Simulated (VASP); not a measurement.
# MgO (Fm-3m) in VASP: notebook

The runs below take MgO through single point, relaxation of cell and atoms, with PBE+D3(BJ), RPBE, PBEsol.

All numbers are computed with VASP 6.6.1; they aren't measurements. Logs are shortened: lines on timing, memory, paths and dates and some standing lists are left out, and cuts for length are marked.

## Step 1: The cell of the first run

The structure is cubic, space group Fm-3m (No. 225). The conventional cell has a = 4.208 Å, b = 4.208 Å, c = 4.208 Å, α = 90.00°, β = 90.00°, γ = 90.00°. Within 2.8 Å of Mg (site symmetry m-3m) lie 6 O at 2.10 Å. Within 2.8 Å of O (site symmetry m-3m) lie 6 Mg at 2.10 Å.

## Step 2: Single point, PBE+D3(BJ)

Contents of INCAR:

```
SYSTEM = MgO
PREC = Accurate
ENCUT = 520
EDIFF = 1E-6
ISMEAR = -1
SIGMA = 0.05
LREAL = .FALSE.
LASPH = .TRUE.
NELM = 60
ALGO = Normal
ISIF = 2
LWAVE = .FALSE.
LCHARG = .FALSE.
GGA = PE
IVDW = 12
NBANDS = 11
```

Contents of KPOINTS:

```
Automatic mesh
0
G
  11 11 11
  0 0 0
```

Contents of POSCAR:

```
MgO
1.0
    0.0000000000      2.1040754453      2.1040754453
    2.1040754453      0.0000000000      2.1040754453
    2.1040754453      2.1040754453      0.0000000000
Mg O
1 1
Direct
    0.0000000000      0.0000000000      0.0000000000
    0.5000000000      0.5000000000      0.5000000000
```

Potentials or basis: VASP PAW PBE potentials, release 64 (Mg, O).

Run with:

```sh
> cat potpaw_PBE.64/Mg/POTCAR potpaw_PBE.64/O/POTCAR > POTCAR
> mpirun -np 1 vasp_std > vasp.out
```

OUTCAR:

```text
SYSTEM = MgO
   PREC = Accurate
   ENCUT = 520
   EDIFF = 1E-6
   ISMEAR = -1
   LREAL = .FALSE.
   LASPH = .TRUE.
   NELM = 60
   ISIF = 2
   GGA = PE
   IVDW = 12
 IVDW          = 12

 ion  position               nearest neighbor table
   1  0.000  0.000  0.000-   2 2.10   2 2.10   2 2.10   2 2.10   2 2.10   2 2.10
   2  0.500  0.500  0.500-   1 2.10   1 2.10   1 2.10   1 2.10   1 2.10   1 2.10

  LATTYP: Found a face centered cubic cell.
 ALAT       =     4.2081508906

  Lattice vectors:

 A1 = (   0.0000000000,   2.1040754453,   2.1040754453)
 A2 = (   2.1040754453,   0.0000000000,   2.1040754453)
 A3 = (   2.1040754453,   2.1040754453,   0.0000000000)

Analysis of symmetry for initial positions (statically):
=====================================================================
 Subroutine PRICEL returns:
 Original cell was already a primitive cell.

 Routine SETGRP: Setting up the symmetry group for a
 face centered cubic supercell.

 Subroutine GETGRP returns: Found 48 space group operations
 (whereof 48 operations were pure point group operations)
 out of a pool of 48 trial point group operations.

The static configuration has the point symmetry O_h .

Analysis of symmetry for dynamics (positions and initial velocities):
=====================================================================
 Subroutine PRICEL returns:
 Original cell was already a primitive cell.

 Routine SETGRP: Setting up the symmetry group for a
 face centered cubic supercell.

 Subroutine GETGRP returns: Found 48 space group operations
 (whereof 48 operations were pure point group operations)
 out of a pool of 48 trial point group operations.

The dynamic configuration has the point symmetry O_h .

 Subroutine INISYM returns: Found 48 space group operations
 (whereof 48 operations are pure point group operations),
 and found     1 'primitive' translations

----------------------------------------------------------------------------------------

                                     Primitive cell

  volume of cell :      18.6300

  direct lattice vectors                    reciprocal lattice vectors
     0.000000000  2.104075445  2.104075445    -0.237634064  0.237634064  0.237634064
     2.104075445  0.000000000  2.104075445     0.237634064 -0.237634064  0.237634064
     2.104075445  2.104075445  0.000000000     0.237634064  0.237634064 -0.237634064

  length of vectors
     2.975612031  2.975612031  2.975612031     0.411594273  0.411594273  0.411594273

  position of ions in fractional coordinates (direct lattice)
     0.000000000  0.000000000  0.000000000
     0.500000000  0.500000000  0.500000000

  ion indices of the primitive-cell ions
   primitive index   ion index
                 1           1
                 2           2

----------------------------------------------------------------------------------------

 KPOINTS: Automatic mesh

Automatic generation of k-mesh.
 Grid dimensions read from file:
 generate k-points for:   11   11   11

 Generating k-lattice:

  Cartesian coordinates                     Fractional coordinates (reciprocal lattice)
    -0.021603097  0.021603097  0.021603097     0.090909091  0.000000000  0.000000000
     0.021603097 -0.021603097  0.021603097     0.000000000  0.090909091  0.000000000
     0.021603097  0.021603097 -0.021603097     0.000000000  0.000000000  0.090909091

  Length of vectors
     0.037417661  0.037417661  0.037417661

  Shift w.r.t. Gamma in fractional coordinates (k-lattice)
     0.000000000  0.000000000  0.000000000

 Subroutine IBZKPT returns following result:
 ===========================================

 Found     56 irreducible k-points:

 Following reciprocal coordinates:
            Coordinates               Weight
  0.000000  0.000000  0.000000      1.000000
  0.090909  0.000000  0.000000      8.000000
  0.181818  0.000000  0.000000      8.000000
  0.272727  0.000000  0.000000      8.000000
  0.363636  0.000000  0.000000      8.000000
  0.454545  0.000000  0.000000      8.000000
[... 16 lines left out ...]
 -0.272727  0.181818  0.000000     24.000000
 -0.181818  0.181818  0.000000     12.000000
 [... further k-points ...]
   k-points           NKPTS =     56   k-points in BZ     NKDIM =     56   number of bands    NBANDS=     11
   number of dos      NEDOS =    301   number of ions     NIONS =      2
   total plane-waves  NPLWV =  13824
   dimension x,y,z NGX =    24 NGY =   24 NGZ =   24
   dimension x,y,z NGXF=    48 NGYF=   48 NGZF=   48
   ions per type =               1   1
   NGX,Y,Z   is equivalent  to a cutoff of  13.41, 13.41, 13.41 a.u.
   NGXF,Y,Z  is equivalent  to a cutoff of  26.82, 26.82, 26.82 a.u.
 SYSTEM =  MgO
   PREC   = accura    normal or accurate (medium, high low for compatibility)
   ISTART =      0    job   : 0-new  1-cont  2-samecut
   ICHARG =      2    charge: 1-file 2-atom 10-const
   ISPIN  =      1    spin polarized calculation?
   LNONCOLLINEAR =      F non collinear calculations
   LSORBIT =      F    spin-orbit coupling
   LASPH  =      T    aspherical Exc in radial PAW
   ENCUT  =  520.0 eV  38.22 Ry    6.18 a.u.   5.53  5.53  5.53*2*pi/ulx,y,z
   NELM   =     60;   NELMIN=  2; NELMDL= -5     # of ELM steps
   EDIFF  = 0.1E-05   stopping-criterion for ELM
   LREAL  =      F    real-space projection
   EDIFFG = 0.1E-04   stopping-criterion for IOM
   NSW    =      0    number of steps for IOM
   IBRION =     -1    ionic relax: 0-MD 1-quasi-New 2-CG
   NFREE  =      0    steps in history (QN), initial steepest desc. (CG)
   ISIF   =      2    stress and relaxation
   ISYM   =      2    0-nonsym 1-usesym 2-fastsym
   POTIM  = 0.5000    time-step for ionic-motion
   TEBEG  =    0.0;   TEEND  =   0.0 temperature during run
   PSTRESS=    0.0 pullay stress
   NELECT =       8.0000    total number of electrons
   NUPDOWN=      -1.0000    fix difference up-down
   EMIN   =  10.00;   EMAX   =-10.00  energy-range for DOS
   EFERMI =   0.00;   METHOD = LEGACY
   ISMEAR =    -1;   SIGMA  =   0.05  broadening in eV -4-tet -1-fermi 0-gaus
   EFERMI_NEDOS =   21; number of points for ismear=-14 and -15
   IALGO  =     38    algorithm
   IMIX   =      4    mixing-type and parameters
     AMIX     =   0.40;   BMIX     =  1.00
     AMIX_MAG =   1.60;   BMIX_MAG =  1.00
  volume/ion in A,a.u.               =       9.32        62.86
  Fermi-wavevector in a.u.,A,eV,Ry     =   1.235094  2.333990 20.755122  1.525458
  Thomas-Fermi vector in A             =   2.369758
   LORBIT       =      0    0 simple, 1 ext, 2 COOP (PROOUT), +10 PAW based schemes
   GGA     = PE    functional components
   LHFCALC =     F    Hartree Fock is set to
   AEXX    =    0.0000 exact exchange contribution
   IVDW    =    12    specifies the selected vdW correction
   LEPSILON=     F    determine dielectric tensor
   LRPA    =     F    only Hartree local field effects (RPA)
 non-spin polarized calculation
  energy-cutoff  :      520.00
  volume of cell :       18.63
 maximum number of plane-waves:       531
 NGX is ok and might be reduce to    24
   NGX = 11   NGY = 11   NGZ = 11

 number of electron       8.0000005 magnetization

 Free energy of the ion-electron system (eV)
  ---------------------------------------------------
  ext. energy  EPLUGINS =         0.00000000
  ---------------------------------------------------
  free energy    TOTEN  =       -11.90411429 eV

  energy without entropy =      -11.90411429  energy(sigma->0) =      -11.90411429

 E-fermi :   4.2748     XC(G=0): -11.0918

 val. band max:        3.2079971682   @ k =   0.0000   0.0000   0.0000
 cond. band min:       7.9615517000   @ k =   0.0000   0.0000   0.0000
 fundamental gap:      4.7535545318
 Fermi energy:         4.2748309843

 k-point     1 :       0.0000    0.0000    0.0000
  band No.  band energies     occupation
      1     -14.0698      2.00000
      2       3.2080      2.00000
      3       3.2080      2.00000
      4       3.2080      2.00000
      5       7.9616      0.00000
      6      19.0235      0.00000
      7      19.0235      0.00000
      8      19.0235      0.00000
      9      22.9475      0.00000
     10      24.7251      0.00000
     11      24.7251      0.00000

 k-point     2 :       0.0909    0.0000    0.0000
  band No.  band energies     occupation
      1     -13.9817      2.00000
      2       2.6569      2.00000
      3       3.1515      2.00000
      4       3.1515      2.00000
      5       8.4935      0.00000
      6      17.9321      0.00000
      7      19.2253      0.00000
      8      19.2253      0.00000
      9      24.0923      0.00000
     10      24.0923      0.00000
     11      24.4007      0.00000

 k-point     3 :       0.1818    0.0000    0.0000
  band No.  band energies     occupation
      1     -13.7354      2.00000
      2       1.4862      2.00000
      3       3.0041      2.00000
      4       3.0041      2.00000
      5       9.5694      0.00000
      6      16.4856      0.00000
      7      19.6728      0.00000
      8      19.6728      0.00000
      9      23.3689      0.00000
     10      23.3689      0.00000
     11      25.5559      0.00000
[... 267 lines left out ...]
 k-point    23 :      -0.2727    0.1818    0.0000
  band No.  band energies     occupation
      1     -12.9735      2.00000
      2      -0.3045      2.00000
      3       1.6527      2.00000
      4       2.6456      2.00000
      5      12.1273      0.00000
      6      15.1225      0.00000
      7      17.8950      0.00000
      8      20.6277      0.00000
      9      22.8063      0.00000
     10      24.6085      0.00000
     11      27.9686      0.00000

 k-point    24 :      -0.1818    0.1818    0.0000
  band No.  band energies     occupation
      1     -13.2830      2.00000
      2       0.3451      2.00000
      3       2.0924      2.00000
      4       2.8335      2.00000
      5      11.2701      0.00000
      6      15.2717      0.00000
      7      18.7121      0.00000
      8      21.2238      0.00000
      9      21.2413      0.00000
     10      24.5012      0.00000
     11      27.7909      0.00000

 [... further k-points ...]

------------------------ aborting loop because EDIFF is reached ----------------------------------------

 Edisp (eV)   -0.58790

 E8    (eV) :    -0.2302

  FORCE on cell =-STRESS in cart. coord.  units (eV):
  Direction    XX          YY          ZZ          XY          YZ          ZX
  --------------------------------------------------------------------------------------
  -------------------------------------------------------------------------------------
  Total      -0.09129    -0.09129    -0.09129     0.00000     0.00000     0.00000
  in kB      -7.85071    -7.85071    -7.85071     0.00000     0.00000     0.00000
  external pressure =       -7.85 kB  Pullay stress =        0.00 kB

 VOLUME and BASIS-vectors are now :
 -----------------------------------------------------------------------------
  energy-cutoff  :      520.00
  volume of cell :       18.63
      direct lattice vectors                 reciprocal lattice vectors
     0.000000000  2.104075445  2.104075445    -0.237634064  0.237634064  0.237634064
     2.104075445  0.000000000  2.104075445     0.237634064 -0.237634064  0.237634064
     2.104075445  2.104075445  0.000000000     0.237634064  0.237634064 -0.237634064

 POSITION                                       TOTAL-FORCE (eV/Angst)
 -----------------------------------------------------------------------------------
      0.00000      0.00000      0.00000        -0.000000      0.000000     -0.000000
      2.10408      2.10408      2.10408         0.000000     -0.000000      0.000000
 -----------------------------------------------------------------------------------
    total drift:                               -0.000000     -0.000000      0.000000

  FREE ENERGIE OF THE ION-ELECTRON SYSTEM (eV)
  ---------------------------------------------------
  free  energy   TOTEN  =       -12.4920143130 eV

  energy  without entropy=      -12.4920143130  energy(sigma->0) =      -12.49201431
```

It took 4.7 s on 1 thread of Intel Xeon 6975P-C (Granite Rapids), shared host; peak memory 0.15 GiB.

Results:

* Free energy: -12.4920 eV
* Pressure: -0.8 GPa
* Band gap on the k mesh: 4.75 eV, direct
* Dispersion energy per atom: -0.294 eV

Levels at points of the mesh, in eV from the valence-band top:
| k point | band 1 | band 2 | band 3 | band 4 | band 5 | band 6 | band 7 | band 8 | band 9 |
| --- | --- | --- | --- | --- | --- | --- | --- | --- | --- |
| (0.00, 0.00, 0.00) | -17.28 | 0.00 | 0.00 | 0.00 | 4.75 | 15.82 | 15.82 | 15.82 | 19.74 |

A hybrid or GW would open this gap; PBE tends to underestimate it.

## Step 3: Single point, RPBE

This run uses another cell than the first one, of 9.93 Å³/atom, 1.066 times its volume.

Contents of INCAR:

```
  ALGO = Normal
  EDIFF = 1E-7
  ENCUT = 520
  GGA = RP
  ISIF = 2
  ISMEAR = -1
  LASPH = True
  LCHARG = False
  LREAL = False
  LWAVE = False
  NBANDS = 11
  NELM = 80
  PREC = Accurate
  SIGMA = 0.05
```

Contents of KPOINTS:

```
k-points
0
Gamma
  11 11 11
```

Contents of POSCAR:

```
MgO
1.0
    0.0000000000      2.1490936834      2.1490936834
    2.1490936834      0.0000000000      2.1490936834
    2.1490936834      2.1490936834      0.0000000000
Mg O
1 1
Direct
    0.0000000000      0.0000000000      0.0000000000
    0.5000000000      0.5000000000      0.5000000000
```

Potentials or basis: VASP PAW PBE potentials, release 64 (Mg, O).

Run with:

```sh
> cat potpaw_PBE.64/Mg/POTCAR potpaw_PBE.64/O/POTCAR > POTCAR
> mpirun -np 1 vasp_std > vasp.out
```

Wall time 5.7 s (1 thread of Intel Xeon 6975P-C (Granite Rapids), shared host); peak memory 0.14 GiB.

The run converged. Its results:

```yaml
Free_energy: -11.2454 eV
Pressure: -0.8 GPa
Band_gap_on_the_k_mesh: 4.26 eV, direct
```

Levels at points of the mesh, in eV from the valence-band top:
```
           k point  band 1  band 2  band 3  band 4  band 5  band 6  band 7  band 8
(0.00, 0.00, 0.00)  -17.04    0.00    0.00    0.00    4.26   15.58   15.58   15.58
```

Caveat: the PAW data sets were made with another functional, which shifts forces and pressure a little. As with any semilocal functional, this RPBE gap is likely too small.

## Step 4: Relaxation of cell and atoms, PBEsol

This run uses another cell than the first one, of 9.22 Å³/atom, 0.990 times its volume.

Contents of INCAR:

```
PREC = Accurate ; ENCUT = 600
EDIFF = 1E-6 ; ISMEAR = -1
SIGMA = 0.05 ; LREAL = False
LASPH = True ; NELM = 80
ALGO = Normal ; ISIF = 3
LWAVE = False ; LCHARG = False
GGA = PS ; IBRION = 2
NSW = 80 ; EDIFFG = -0.005
```

Contents of KPOINTS:

```
Automatic mesh
0
Gamma
  11 11 11
```

Contents of POSCAR:

```
MgO
1.0
    0.0000000000      2.0970013927      2.0970013927
    2.0970013927      0.0000000000      2.0970013927
    2.0970013927      2.0970013927      0.0000000000
Mg O
1 1
Direct
    0.0000000000      0.0000000000      0.0000000000
    0.5000000000      0.5000000000      0.5000000000
```

Run with:

```sh
> cat potpaw_PBE.64/Mg/POTCAR potpaw_PBE.64/O/POTCAR > POTCAR
> mpirun -np 1 vasp_std > vasp.out
```

It took 7.8 s on 1 thread of Intel Xeon 6975P-C (Granite Rapids), shared host; peak memory 0.15 GiB.

The run converged. Its results:

```
Free energy                            : -12.5150 eV
Relaxed volume                         : 9.31 Å³/atom
Relaxed cell                           : a = 2.976 Å, b = 2.976 Å, c = 2.976 Å, α = 60.00°, β = 60.00°, γ = 60.00°
Space group after relaxing (to 0.05 Å) : Fm-3m (No. 225)
Energy gained by relaxing              : 0.5 meV/atom
Ionic steps                            : 3
Pressure after relaxing                : 0.0 GPa
Band gap on the k mesh                 : 4.66 eV, direct
```

The path:
```tsv
step	energy change (eV)	largest force (eV/Å)	pressure (GPa)	volume (Å³)
1	0.0000	0.0000	1.63	18.44
2	-0.0008	0.0000	-0.56	18.69
3	-0.0009	0.0000	0.00	18.63
```

Final structure:
```
Mg O
1.0
     0.00000    2.10400    2.10400
     2.10400    0.00000    2.10400
     2.10400    2.10400    0.00000
Mg O
1 1
Cartesian
  0.0000 0.0000 0.0000
  2.1040 2.1040 2.1040
```

Levels at points of the mesh, in eV from the valence-band top:
```
           k point  band 1  band 2  band 3  band 4  band 5  band 6  band 7  band 8
(0.00, 0.00, 0.00)  -17.22    0.00    0.00    0.00    4.66   15.65   15.65   15.65
```

Caveat: the PAW data sets were made with another functional, which shifts forces and pressure a little.

## Step 5: Relaxation of cell and atoms, RPBE

This run uses another cell than the first one, of 9.22 Å³/atom, 0.990 times its volume.

Contents of INCAR:

```
PREC = Accurate ; ENCUT = 600
EDIFF = 1E-6 ; ISMEAR = -1
SIGMA = 0.05 ; LREAL = F
LASPH = T ; NELM = 80
ALGO = Normal ; ISIF = 3
LWAVE = F ; LCHARG = F
GGA = RP ; IBRION = 2
NSW = 80 ; EDIFFG = -0.02
```

KPOINTS is that of step 4.

POSCAR is that of step 4.

Run with:

```sh
> cat potpaw_PBE.64/Mg/POTCAR potpaw_PBE.64/O/POTCAR > POTCAR
> mpirun -np 1 vasp_std > vasp.out
```

It took 9.1 s on 1 thread of Intel Xeon 6975P-C (Granite Rapids), shared host; peak memory 0.15 GiB.

Results (log left out):

```yaml
Free_energy: -11.2463 eV
Relaxed_volume: 9.85 Å³/atom
Relaxed_cell: a = 3.032 Å, b = 3.032 Å, c = 3.032 Å, α = 60.00°, β = 60.00°, γ = 60.00°
Space_group_after_relaxing_to_0.05_Å: Fm-3m (No. 225)
Energy_gained_by_relaxing: 20.0 meV/atom
Ionic_steps: 3
Pressure_after_relaxing: 0.0 GPa
Band_gap_on_the_k_mesh: 4.33 eV, direct
```

The path:
```csv
step,energy change (eV),largest force (eV/Å),pressure (GPa),volume (Å³)
1,0.0000,0.0000,10.73,18.44
2,-0.0360,0.0000,-2.85,20.14
3,-0.0400,0.0000,0.02,19.71
```

Final structure:
```cif
data_structure
_symmetry_space_group_name_H-M 'P 1'
_symmetry_Int_Tables_number 1
_cell_length_a 3.0319
_cell_length_b 3.0319
_cell_length_c 3.0319
_cell_angle_alpha 60.000
_cell_angle_beta 60.000
_cell_angle_gamma 60.000
_cell_volume 19.71
loop_
_atom_site_label
_atom_site_type_symbol
_atom_site_fract_x
_atom_site_fract_y
_atom_site_fract_z
_atom_site_occupancy
Mg1 Mg 0.00000 0.00000 0.00000 1
O1 O 0.50000 0.50000 0.50000 1
```

Levels at points of the mesh, in eV from the valence-band top:
```tsv
k point	band 1	band 2	band 3	band 4	band 5	band 6	band 7	band 8
(0.00, 0.00, 0.00)	-17.08	0.00	0.00	0.00	4.33	15.63	15.63	15.63
```

Caveat: the PAW data sets were made with another functional, which shifts forces and pressure a little.

## Step 6: The runs side by side

```tsv
task	level	cell	cutoff (eV)	gap on the mesh (eV)	pressure (GPa)	relaxed volume (Å³/atom)
single point	PBE+D3(BJ)	a = 2.976 Å, angles 60.0°, 2 atoms	520	4.75	-0.8	-
single point	RPBE	a = 3.039 Å, angles 60.0°, 2 atoms	520	4.26	-0.8	-
relaxation of cell and atoms	PBEsol	relaxed from a = 2.966 Å, angles 60.0°, 2 atoms	600	4.66	0.0	9.31
relaxation of cell and atoms	RPBE	relaxed from a = 2.966 Å, angles 60.0°, 2 atoms	600	4.33	0.0	9.85
```

Alike in all rows: potentials or basis VASP PAW PBE potentials, release 64 (Mg, O); no spin polarisation; k mesh 11 × 11 × 11; smearing fermi-dirac 0.05 eV.

Caveats: the PAW data sets were made with another functional, which shifts forces and pressure a little (some runs).

Absolute energies hang on the potentials; compare differences alone.
